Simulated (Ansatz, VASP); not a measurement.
PIr: VASP beside Ansatz

The input INCAR:

```
PREC = Accurate ; ENCUT = 520
EDIFF = 1E-6 ; ISMEAR = -1
SIGMA = 0.05 ; LREAL = F
LASPH = T ; NELM = 100
ALGO = Normal ; ISIF = 2
LWAVE = F ; LCHARG = F
GGA = CA ; NBANDS = 14
```

File KPOINTS:

```
regular mesh
0
Gamma
  13 13 13
```

The input POSCAR:

```
PIr
1.0
    0.0000000000      2.4648029302      2.4648029302
    2.4648029302      0.0000000000      2.4648029302
    2.4648029302      2.4648029302      0.0000000000
Ir P
1 1
Direct
    0.0000000000      0.0000000000      0.0000000000
    0.5000000000      0.5000000000      0.5000000000
```

Input for Ansatz:

```yaml
crystal:
  lattice:
    - [0.0, 2.4648029302, 2.4648029302]
    - [2.4648029302, 0.0, 2.4648029302]
    - [2.4648029302, 2.4648029302, 0.0]
  atoms:
    - { symbol: Ir, position: [0.0, 0.0, 0.0] }
    - { symbol: P, position: [0.5, 0.5, 0.5] }
kpoints:
  mp_grid: { grid: [13, 13, 13] }
  band_path:
    path:
      - [0.0, 0.0, 0.0]
      - [0.5, 0.0, 0.5]
      - [0.625, 0.25, 0.625]
      - [0.375, 0.375, 0.75]
      - [0.0, 0.0, 0.0]
      - [0.5, 0.5, 0.5]
      - [0.5, 0.25, 0.75]
      - [0.5, 0.0, 0.5]
    npoints: 5
scf:
  occupations: { method: fermi_dirac, width: 0.05 }
hamiltonian:
  xc: lda
  pseudopotentials: { kind: all_electron, lapw: { basis_error: 0.0005 } }
output:
  forces: true
  stress: true
  eigenvalues: true
```

Alike in both runs: task single point; functional LDA; k mesh 13 × 13 × 13; occupations fermi-dirac, width 0.05 eV; no spin polarisation.

```csv
,VASP,Ansatz
version,VASP 6.6.1,Ansatz 0.2.0
potentials or method,"VASP PAW LDA potentials, release 64 (Ir, P), cutoff 520 eV","all-electron LAPW, scalar-relativistic"
```

|  | VASP | Ansatz | Ansatz less VASP |
| --- | --- | --- | --- |
| pressure (GPa) | -8.9 | -10.0 | -1.03 |

LDA's correlation is that of Perdew and Zunger in VASP and of Perdew and Wang (1992) in Ansatz. Ansatz ran all-electron here, and VASP with PAW potentials.

Spin-orbit coupling is off throughout.
